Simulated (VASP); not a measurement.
# K2S (Fm-3m) in VASP: a series of runs

The runs below take K2S through single point, with r2SCAN.

Program: VASP 6.6.1. These are calculated values, not measurements. Logs are shortened: lines on timing, memory, paths and dates and some standing lists are left out, and cuts for length are marked.

### 1 The cell of the first run

Symmetry: Fm-3m, No. 225, cubic system. Conventional cell: a = 7.405 Å, b = 7.405 Å, c = 7.405 Å, α = 90.00°, β = 90.00°, γ = 90.00°. Within 4.2 Å of K (site symmetry -43m) lie 4 S at 3.21 Å and 6 K at 3.70 Å. S (site symmetry m-3m) has 8 K at 3.21 Å within 4.2 Å.

### 2 Single point, r2SCAN

The input, POSCAR:

```
K2S
1.0
    0.0000000000      3.7027186839      3.7027186839
    3.7027186839      0.0000000000      3.7027186839
    3.7027186839      3.7027186839      0.0000000000
K S
2 1
Direct
    0.2500000000      0.2500000000      0.2500000000
    0.7500000000      0.7500000000      0.7500000000
    0.0000000000      0.0000000000      0.0000000000
```

The input, INCAR.step1:

```
SYSTEM = K2S
ALGO     = Normal         ! electronic algorithm
EDIFF    = 1E-5           ! SCF threshold, eV
ENCUT    = 550            ! plane-wave cutoff, eV
GGA      = PE             ! functional
GGA_COMPAT= .FALSE.      
ISMEAR   = 0              ! smearing method
LASPH    = .TRUE.         ! aspherical terms in the spheres
LCHARG   = .FALSE.        ! write CHGCAR
LREAL    = .FALSE.        ! projectors in reciprocal space
LWAVE    = .TRUE.         ! write WAVECAR
NBANDS   = 19             ! bands
NELM     = 120            ! most SCF steps
PREC     = Accurate       ! precision mode
SIGMA    = 0.01           ! smearing width, eV
```

The input, INCAR.step2:

```
SYSTEM = K2S
ALGO     = Normal         ! electronic algorithm
EDIFF    = 1E-6           ! SCF threshold, eV
ENCUT    = 550            ! plane-wave cutoff, eV
GGA_COMPAT= .FALSE.      
ISIF     = 2              ! what is computed and relaxed
ISMEAR   = 0              ! smearing method
ISTART   = 1            
LASPH    = .TRUE.         ! aspherical terms in the spheres
LCHARG   = .TRUE.         ! write CHGCAR
LELF     = .TRUE.         ! ELF
LMIXTAU  = .TRUE.       
LREAL    = .FALSE.        ! projectors in reciprocal space
LVHAR    = .TRUE.       
LWAVE    = .FALSE.        ! write WAVECAR
METAGGA  = R2SCAN         ! meta-GGA
NBANDS   = 19             ! bands
NELM     = 120            ! most SCF steps
PREC     = Accurate       ! precision mode
SIGMA    = 0.01           ! smearing width, eV
```

The input, KPOINTS:

```
k-points
0
G
  6 6 6
  0 0 0
```

Potentials or basis: VASP PAW PBE potentials, release 64 (K_sv, S).

On the command line:

```console
> cat potpaw_PBE.64/K_sv/POTCAR potpaw_PBE.64/S/POTCAR > POTCAR
> cp INCAR.step1 INCAR
> mpirun -np 1 vasp_std > vasp.out
> cp INCAR.step2 INCAR
> mpirun -np 1 vasp_std > vasp.out
```

OUTCAR:

```text
SYSTEM = K2S
   EDIFF = 1E-6
   ENCUT = 550
   ISIF = 2
   ISMEAR = 0
   ISTART = 1
   LASPH = .TRUE.
   LREAL = .FALSE.
   METAGGA = R2SCAN
   NELM = 120
   PREC = Accurate

 ion  position               nearest neighbor table
   1  0.250  0.250  0.250-   3 3.21   3 3.21   3 3.21   3 3.21   2 3.70   2 3.70   2 3.70   2 3.70
                             2 3.70   2 3.70
   2  0.750  0.750  0.750-   3 3.21   3 3.21   3 3.21   3 3.21   1 3.70   1 3.70   1 3.70   1 3.70
                             1 3.70   1 3.70
   3  0.000  0.000  0.000-   2 3.21   2 3.21   2 3.21   1 3.21   1 3.21   1 3.21   2 3.21   1 3.21

  LATTYP: Found a face centered cubic cell.
 ALAT       =     7.4054373678

  Lattice vectors:

 A1 = (   0.0000000000,   3.7027186839,   3.7027186839)
 A2 = (   3.7027186839,   0.0000000000,   3.7027186839)
 A3 = (   3.7027186839,   3.7027186839,   0.0000000000)

Analysis of symmetry for initial positions (statically):
=====================================================================
 Subroutine PRICEL returns:
 Original cell was already a primitive cell.

 Routine SETGRP: Setting up the symmetry group for a
 face centered cubic supercell.

 Subroutine GETGRP returns: Found 48 space group operations
 (whereof 48 operations were pure point group operations)
 out of a pool of 48 trial point group operations.

The static configuration has the point symmetry O_h .

Analysis of symmetry for dynamics (positions and initial velocities):
=====================================================================
 Subroutine PRICEL returns:
 Original cell was already a primitive cell.

 Routine SETGRP: Setting up the symmetry group for a
 face centered cubic supercell.

 Subroutine GETGRP returns: Found 48 space group operations
 (whereof 48 operations were pure point group operations)
 out of a pool of 48 trial point group operations.

The dynamic configuration has the point symmetry O_h .

 Subroutine INISYM returns: Found 48 space group operations
 (whereof 48 operations are pure point group operations),
 and found     1 'primitive' translations

----------------------------------------------------------------------------------------

                                     Primitive cell

  volume of cell :     101.5295

  direct lattice vectors                    reciprocal lattice vectors
     0.000000000  3.702718684  3.702718684    -0.135035914  0.135035914  0.135035914
     3.702718684  0.000000000  3.702718684     0.135035914 -0.135035914  0.135035914
     3.702718684  3.702718684  0.000000000     0.135035914  0.135035914 -0.135035914

  length of vectors
     5.236434980  5.236434980  5.236434980     0.233889063  0.233889063  0.233889063

  position of ions in fractional coordinates (direct lattice)
     0.250000000  0.250000000  0.250000000
     0.750000000  0.750000000  0.750000000
     0.000000000  0.000000000  0.000000000

  ion indices of the primitive-cell ions
   primitive index   ion index
                 1           1
                 2           2
                 3           3

----------------------------------------------------------------------------------------

 KPOINTS: k-points

Automatic generation of k-mesh.
 Grid dimensions read from file:
 generate k-points for:    6    6    6

 Generating k-lattice:

  Cartesian coordinates                     Fractional coordinates (reciprocal lattice)
    -0.022505986  0.022505986  0.022505986     0.166666667  0.000000000  0.000000000
     0.022505986 -0.022505986  0.022505986     0.000000000  0.166666667  0.000000000
     0.022505986  0.022505986 -0.022505986     0.000000000  0.000000000  0.166666667

  Length of vectors
     0.038981511  0.038981511  0.038981511

  Shift w.r.t. Gamma in fractional coordinates (k-lattice)
     0.000000000  0.000000000  0.000000000

 Subroutine IBZKPT returns following result:
 ===========================================

 Found     16 irreducible k-points:

 Following reciprocal coordinates:
            Coordinates               Weight
  0.000000  0.000000  0.000000      1.000000
  0.166667  0.000000  0.000000      8.000000
  0.333333  0.000000  0.000000      8.000000
  0.500000  0.000000  0.000000      4.000000
  0.166667  0.166667  0.000000      6.000000
  0.333333  0.166667  0.000000     24.000000
[... 8 lines left out ...]
 -0.333333  0.333333  0.166667     24.000000
 -0.333333  0.500000  0.166667     12.000000
   k-points           NKPTS =     16   k-points in BZ     NKDIM =     16   number of bands    NBANDS=     19
   number of dos      NEDOS =    301   number of ions     NIONS =      3
   total plane-waves  NPLWV =  64000
   dimension x,y,z NGX =    40 NGY =   40 NGZ =   40
   dimension x,y,z NGXF=    80 NGYF=   80 NGZF=   80
   ions per type =               2   1
   NGX,Y,Z   is equivalent  to a cutoff of  12.70, 12.70, 12.70 a.u.
   NGXF,Y,Z  is equivalent  to a cutoff of  25.40, 25.40, 25.40 a.u.
 SYSTEM =  K2S
   PREC   = accura    normal or accurate (medium, high low for compatibility)
   ISTART =      1    job   : 0-new  1-cont  2-samecut
   ICHARG =      0    charge: 1-file 2-atom 10-const
   ISPIN  =      1    spin polarized calculation?
   LNONCOLLINEAR =      F non collinear calculations
   LSORBIT =      F    spin-orbit coupling
   LASPH  =      T    aspherical Exc in radial PAW
   ENCUT  =  550.0 eV  40.42 Ry    6.36 a.u.  10.01 10.01 10.01*2*pi/ulx,y,z
   NELM   =    120;   NELMIN=  2; NELMDL=  0     # of ELM steps
   EDIFF  = 0.1E-05   stopping-criterion for ELM
   LREAL  =      F    real-space projection
   EDIFFG = 0.1E-04   stopping-criterion for IOM
   NSW    =      0    number of steps for IOM
   IBRION =     -1    ionic relax: 0-MD 1-quasi-New 2-CG
   NFREE  =      0    steps in history (QN), initial steepest desc. (CG)
   ISIF   =      2    stress and relaxation
   ISYM   =      2    0-nonsym 1-usesym 2-fastsym
   POTIM  = 0.5000    time-step for ionic-motion
   TEBEG  =    0.0;   TEEND  =   0.0 temperature during run
   PSTRESS=    0.0 pullay stress
   NELECT =      24.0000    total number of electrons
   NUPDOWN=      -1.0000    fix difference up-down
   EMIN   =  10.00;   EMAX   =-10.00  energy-range for DOS
   EFERMI =   0.00;   METHOD = LEGACY
   ISMEAR =     0;   SIGMA  =   0.01  broadening in eV -4-tet -1-fermi 0-gaus
   EFERMI_NEDOS =   21; number of points for ismear=-14 and -15
   IALGO  =     38    algorithm
   IMIX   =      4    mixing-type and parameters
     AMIX     =   0.40;   BMIX     =  1.00
     AMIX_MAG =   1.60;   BMIX_MAG =  1.00
  volume/ion in A,a.u.               =      33.84       228.38
  Fermi-wavevector in a.u.,A,eV,Ry     =   1.012235  1.912846 13.940787  1.024619
  Thomas-Fermi vector in A             =   2.145332
   LORBIT       =      0    0 simple, 1 ext, 2 COOP (PROOUT), +10 PAW based schemes
   METAGGA = R2SCAN    functional components
   LHFCALC =     F    Hartree Fock is set to
   AEXX    =    0.0000 exact exchange contribution
   IVDW    =     0    specifies the selected vdW correction
   LEPSILON=     F    determine dielectric tensor
   LRPA    =     F    only Hartree local field effects (RPA)
 non-spin polarized calculation
 Gauss-broadening in eV      SIGMA  =   0.01
  energy-cutoff  :      550.00
  volume of cell :      101.53
 maximum number of plane-waves:      2988
   NGX = 21   NGY = 21   NGZ = 21

 number of electron      23.9999996 magnetization

 Free energy of the ion-electron system (eV)
  ---------------------------------------------------
  ext. energy  EPLUGINS =         0.00000000
  ---------------------------------------------------
  free energy    TOTEN  =       -23.81364840 eV

  energy without entropy =      -23.81364840  energy(sigma->0) =      -23.81364840

 E-fermi :  -0.5291     XC(G=0):  -7.7102

 val. band max:       -0.6096151344   @ k =   0.5000   0.5000   0.0000
 cond. band min:       2.1499542047   @ k =   0.0000   0.0000   0.0000
 fundamental gap:      2.7595693391
 Fermi energy:        -0.5290860041

 k-point     1 :       0.0000    0.0000    0.0000
  band No.  band energies     occupation
      1     -31.0670      2.00000
      2     -30.9871      2.00000
      3     -13.8861      2.00000
      4     -13.8861      2.00000
      5     -13.8861      2.00000
      6     -13.6551      2.00000
[... 11 lines left out ...]
     18       7.3905      0.00000
     19       8.4771      0.00000

 k-point     2 :       0.1667    0.0000    0.0000
  band No.  band energies     occupation
      1     -31.0614      2.00000
      2     -30.9922      2.00000
      3     -13.8808      2.00000
      4     -13.8727      2.00000
      5     -13.8727      2.00000
      6     -13.6983      2.00000
[... 11 lines left out ...]
     18       7.5678      0.00000
     19       7.9876      0.00000

 k-point     3 :       0.3333    0.0000    0.0000
  band No.  band energies     occupation
      1     -31.0463      2.00000
      2     -31.0064      2.00000
      3     -13.8775      2.00000
      4     -13.8346      2.00000
      5     -13.8346      2.00000
      6     -13.7724      2.00000
[... 11 lines left out ...]
     18       7.6739      0.00000
     19       7.6739      0.00000

 k-point     4 :       0.5000    0.0000    0.0000
  band No.  band energies     occupation
      1     -31.0261      2.00000
      2     -31.0260      2.00000
      3     -13.8857      2.00000
      4     -13.7974      2.00000
      5     -13.7838      2.00000
      6     -13.7838      2.00000
[... 231 lines left out ...]
     18       7.5616      0.00000
     19       8.0315      0.00000

 k-point    15 :      -0.3333    0.3333    0.1667
  band No.  band energies     occupation
      1     -31.0258      2.00000
      2     -31.0257      2.00000
      3     -14.0383      2.00000
      4     -13.9476      2.00000
      5     -13.7895      2.00000
      6     -13.7869      2.00000
[... 11 lines left out ...]
     18       7.2730      0.00000
     19       8.0895      0.00000

 k-point    16 :      -0.3333    0.5000    0.1667
  band No.  band energies     occupation
      1     -31.0322      2.00000
      2     -31.0190      2.00000
      3     -14.0780      2.00000
      4     -13.9659      2.00000
      5     -13.8676      2.00000
      6     -13.7035      2.00000
[... 11 lines left out ...]
     18       7.4862      0.00000
     19       7.9083      0.00000

------------------------ aborting loop because EDIFF is reached ----------------------------------------

  FORCE on cell =-STRESS in cart. coord.  units (eV):
  Direction    XX          YY          ZZ          XY          YZ          ZX
  --------------------------------------------------------------------------------------
  -------------------------------------------------------------------------------------
  Total        0.0125025      0.0125025      0.0125025      0.0000000      0.0000000     -0.0000000
  in kB        0.1972950      0.1972950      0.1972950      0.0000000      0.0000000     -0.0000000
  external PRESSURE =       0.1972950 kB  Pullay stress =       0.0000000 kB

 VOLUME and BASIS-vectors are now :
 -----------------------------------------------------------------------------
  energy-cutoff  :      550.00
  volume of cell :      101.53
      direct lattice vectors                 reciprocal lattice vectors
     0.000000000  3.702718684  3.702718684    -0.135035914  0.135035914  0.135035914
     3.702718684  0.000000000  3.702718684     0.135035914 -0.135035914  0.135035914
     3.702718684  3.702718684  0.000000000     0.135035914  0.135035914 -0.135035914

 POSITION                                       TOTAL-FORCE (eV/Angst)
 -----------------------------------------------------------------------------------
      1.85136      1.85136      1.85136         0.000000      0.000000     -0.000000
      5.55408      5.55408      5.55408        -0.000000     -0.000000      0.000000
      0.00000      0.00000      0.00000         0.000000     -0.000000     -0.000000
 -----------------------------------------------------------------------------------
    total drift:                               -0.000000     -0.000000      0.000000

  FREE ENERGIE OF THE ION-ELECTRON SYSTEM (eV)
  ---------------------------------------------------
  free  energy   TOTEN  =       -23.8136483983 eV

  energy  without entropy=      -23.8136483983  energy(sigma->0) =      -23.81364840
```

Run time: 100 s. Hardware: 1 thread of AMD EPYC 9R45 (Zen 5), shared host; peak memory 0.23 GiB.

What came out:

| Quantity | Value |
| --- | --- |
| Free energy | -23.8136 eV |
| Pressure | 0.0 GPa |
| Band gap on the k mesh | 2.76 eV, indirect (least direct gap 2.95 eV) |

Caveat: the PAW data sets were made with another functional, which shifts forces and pressure a little. r2SCAN opens gaps a little over a GGA but as a rule still falls short of measured ones.

### 3 Single point, r2SCAN (volume changed by +3%)

The input, POSCAR:

```
K2S
1.0
    0.0000000000      3.7393816493      3.7393816493
    3.7393816493      0.0000000000      3.7393816493
    3.7393816493      3.7393816493      0.0000000000
K S
2 1
Direct
    0.2500000000      0.2500000000      0.2500000000
    0.7500000000      0.7500000000      0.7500000000
    0.0000000000      0.0000000000      0.0000000000
```

The input, INCAR.step1:

```
  PREC = Accurate
  ENCUT = 550
  ISMEAR = 0
  SIGMA = 0.01
  LREAL = False
  LASPH = True
  NELM = 120
  NBANDS = 19
  GGA = PE
  ALGO = Normal
  EDIFF = 1E-5
  LWAVE = True
  LCHARG = False
  GGA_COMPAT = False
```

The input, INCAR.step2:

```
  PREC = Accurate
  ENCUT = 550
  EDIFF = 1E-6
  ISMEAR = 0
  SIGMA = 0.01
  LREAL = False
  LASPH = True
  NELM = 120
  ALGO = Normal
  ISIF = 2
  LWAVE = False
  LCHARG = True
  METAGGA = R2SCAN
  LMIXTAU = True
  LELF = True
  LVHAR = True
  NBANDS = 19
  ISTART = 1
  GGA_COMPAT = False
```

The input, KPOINTS:

```
regular mesh
0
Gamma
  6 6 6
```

Potentials or basis: VASP PAW PBE potentials, release 64 (K_sv, S).

On the command line:

```console
> cat potpaw_PBE.64/K_sv/POTCAR potpaw_PBE.64/S/POTCAR > POTCAR
> cp INCAR.step1 INCAR
> mpirun -np 1 vasp_std > vasp.out
> cp INCAR.step2 INCAR
> mpirun -np 1 vasp_std > vasp.out
```

Wall time 1.7 min (1 thread of AMD EPYC 9R45 (Zen 5), shared host); peak memory 0.23 GiB.

The run converged. Its results:

```yaml
Free_energy: -23.8092 eV
Pressure: -0.5 GPa
Band_gap_on_the_k_mesh: 2.68 eV, indirect (least direct gap 2.85 eV)
```

Levels at points of the mesh, in eV from the valence-band top:
| k point | band 8 | band 9 | band 10 | band 11 | band 12 | band 13 | band 14 | band 15 | band 16 | band 17 |
| --- | --- | --- | --- | --- | --- | --- | --- | --- | --- | --- |
| (0.00, 0.00, 0.00) | -13.11 | -10.02 | -0.17 | -0.17 | -0.17 | 2.68 | 5.94 | 5.94 | 7.90 | 7.90 |
| (0.50, 0.00, 0.00) | -13.22 | -9.84 | -0.58 | -0.05 | -0.05 | 4.89 | 5.47 | 6.21 | 6.21 | 8.16 |
| (0.50, 0.50, 0.00) | -13.05 | -9.79 | -0.68 | 0.00 | 0.00 | 3.70 | 5.84 | 7.03 | 7.17 | 8.03 |

Caveat: the PAW data sets were made with another functional, which shifts forces and pressure a little.

(Part 1 of 2 ends here.)
